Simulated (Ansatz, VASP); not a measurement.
# Pt in VASP and in Ansatz

Contents of INCAR:

```
ALGO     = Fast           # electronic algorithm
EDIFF    = 1E-6           # SCF threshold, eV
ENCUT    = 520            # plane-wave cutoff, eV
GGA      = CA             # functional
ISIF     = 2              # what is computed and relaxed
ISMEAR   = 0              # smearing method
LASPH    = T              # aspherical terms in the spheres
LCHARG   = F              # write CHGCAR
LREAL    = F              # projectors in reciprocal space
LWAVE    = F              # write WAVECAR
NBANDS   = 11             # bands
NELM     = 80             # most SCF steps
PREC     = Accurate       # precision mode
SIGMA    = 0.15           # smearing width, eV
```

KPOINTS

```
k-points
0
Gamma
  22 22 22
```

POSCAR

```
Pt
1.0
    0.0000000000      2.0877958204      1.8451939461
    2.0877958204      0.0000000000      1.8451939461
    2.0877958204      2.0877958204      0.0000000000
Pt
1
Direct
    0.0000000000      0.0000000000      0.0000000000
```

Input for Ansatz:

```yaml
crystal:
  lattice:
    - [0.0, 2.0877958204, 1.8451939461]
    - [2.0877958204, 0.0, 1.8451939461]
    - [2.0877958204, 2.0877958204, 0.0]
  atoms:
    - { symbol: Pt, position: [0.0, 0.0, 0.0] }
basis:
  ecutwfc: 420
kpoints:
  mp_grid: { grid: [22, 22, 22] }
hamiltonian:
  xc: lda
scf:
  occupations: { method: gaussian, width: 0.15 }
output:
  forces: true
  stress: true
  eigenvalues: true
  write_density: true
  write_potential: true
  elf: true
  volumetric_format: npy
```

Alike in both runs: task single point; functional LDA; k mesh 22 × 22 × 22; occupations gaussian, width 0.15 eV; no spin polarisation.

|  | VASP | Ansatz |
| --- | --- | --- |
| version | VASP 6.6.1 | Ansatz 0.2.0 |
| potentials or method | VASP PAW LDA potentials, release 64 (Pt), cutoff 520 eV | scalar-relativistic, plane waves, PAW |
| valence electrons in the cell | 10 | 18 |

|  | VASP | Ansatz | Ansatz less VASP |
| --- | --- | --- | --- |
| gap on the k mesh at the Fermi level (eV) | none | none | - |
| pressure (GPa) | -19.5 | -20.0 | -0.52 |
| traceless stress, the component that is largest in VASP (GPa) | 3.71 | 3.68 | -0.034 |

LDA's correlation is that of Perdew and Zunger in VASP and of Perdew and Wang (1992) in Ansatz. A gap of «none» marks a metal or a gap that the smearing closes. VASP's potentials hold 10 valence electrons a cell and Ansatz's 18, so a difference there can come from the potentials and not from the codes.

Spin-orbit coupling is off throughout.
